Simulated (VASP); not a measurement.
Wanted: the native input for a VASP 6.6.1 run.

| Item | Value |
| --- | --- |
| Task | single point |
| Functional | BLYP |
| Potentials or basis | VASP PAW PBE potentials, release 64 (W_sv) |
| Cutoff | 520 eV |
| k mesh | 11 × 11 × 11 |
| Occupations | fermi-dirac, width 0.05 eV |
| Spin | no spin polarisation |
| Dipole correction | no |
| Further INCAR settings | ALGO = Fast; EDIFF = 1e-06; NBANDS = 13 |

The structure of W lies in POSCAR:

```
W
1.0
    0.0000000000      2.0300000000      2.0300000000
    2.0300000000      0.0000000000      2.0300000000
    2.0300000000      2.0300000000      0.0000000000
W
1
Direct
    0.0000000000      0.0000000000      0.0000000000
```

One way to write it, as run:

INCAR

```
AGGAC    = 1.0          
AGGAX    = 1.0          
ALDAC    = 0.0          
ALDAX    = 1.0          
ALGO     = Fast           # electronic algorithm
EDIFF    = 1E-6           # SCF threshold, eV
ENCUT    = 520            # plane-wave cutoff, eV
GGA      = B5             # functional
ISIF     = 2              # what is computed and relaxed
ISMEAR   = -1             # smearing method
LASPH    = T              # aspherical terms in the spheres
LCHARG   = F              # write CHGCAR
LREAL    = F              # projectors in reciprocal space
LWAVE    = F              # write WAVECAR
NBANDS   = 13             # bands
NELM     = 60             # most SCF steps
PREC     = Accurate       # precision mode
SIGMA    = 0.05           # smearing width, eV
```

KPOINTS

```
k-points
0
Gamma
  11 11 11
```

Potentials or basis: VASP PAW PBE potentials, release 64 (W_sv).

Command:

```sh
$ cat potpaw_PBE.64/W_sv/POTCAR > POTCAR
$ mpirun -np 1 vasp_std > vasp.out
```

It gave:

The pressure is 6.3 GPa. The band gap on the k mesh is zero (band 7 reaches 13.58 eV, above the bottom of band 8 at 10.18 eV).

Caveat: the PAW data sets were made with another functional, which shifts forces and pressure a little; spin-orbit coupling is left out, which moves the levels of the heavy elements.

It took 22 s on 1 thread of Intel(R) Xeon(R) Platinum 8259CL CPU @ 2.50GHz (Skylake/Cascade Lake), with other jobs on the host, peak memory 0.14 GiB.
